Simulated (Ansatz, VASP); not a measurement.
HfMg3: VASP beside Ansatz

Contents of INCAR:

```
SYSTEM = HfMg3
ALGO = Normal
EDIFF = 1E-6
ENCUT = 520
GGA = PE
ISIF = 2
ISMEAR = 0
LASPH = .TRUE.
LCHARG = .FALSE.
LREAL = .FALSE.
LWAVE = .FALSE.
NBANDS = 16
NELM = 60
PREC = Accurate
SIGMA = 0.05
```

KPOINTS

```
k-points
0
G
  8 8 8
  0 0 0
```

POSCAR

```
HfMg3
1.0
    4.5363481474      0.0000000000      0.0000000000
    0.0000000000      4.5363481474      0.0000000000
    0.0000000000      0.0000000000      4.5363481474
Hf Mg
1 3
Direct
    0.0000000000      0.0000000000      0.0000000000
    0.0000000000      0.5000000000      0.5000000000
    0.5000000000      0.5000000000      0.0000000000
    0.5000000000      0.0000000000      0.5000000000
```

Input for Ansatz:

```yaml
crystal:
  lattice:
    - [4.5363481474, 0.0, 0.0]
    - [0.0, 4.5363481474, 0.0]
    - [0.0, 0.0, 4.5363481474]
  atoms:
    - { symbol: Hf, position: [0.0, 0.0, 0.0] }
    - { symbol: Mg, position: [0.0, 0.5, 0.5] }
    - { symbol: Mg, position: [0.5, 0.5, 0.0] }
    - { symbol: Mg, position: [0.5, 0.0, 0.5] }
basis:
  ecutwfc: 420
  ecutrho_ratio: 4
kpoints:
  mp_grid: { grid: [8, 8, 8] }
hamiltonian:
  xc: pbe
scf:
  occupations: { method: gaussian, width: 0.05 }
output:
  forces: true
  stress: true
  eigenvalues: true
```

Alike in both runs: task single point; functional PBE; k mesh 8 × 8 × 8; occupations gaussian, width 0.05 eV; no spin polarisation.

|  | VASP | Ansatz |
| --- | --- | --- |
| version | VASP 6.6.1 | Ansatz 0.2.0 |
| potentials or method | VASP PAW PBE potentials, release 64 (Hf_pv, Mg), cutoff 520 eV | scalar-relativistic, plane waves, PAW |
| valence electrons in the cell | 16 | 56 |

```tsv
	VASP	Ansatz	Ansatz less VASP
gap on the k mesh at the Fermi level (eV)	none	none	-
pressure (GPa)	-3.5	-3.3	+0.13
```

A gap of «none» marks a metal or a gap that the smearing closes. VASP's potentials hold 16 valence electrons a cell and Ansatz's 56, so a difference there can come from the potentials and not from the codes.

Spin-orbit coupling is off throughout.
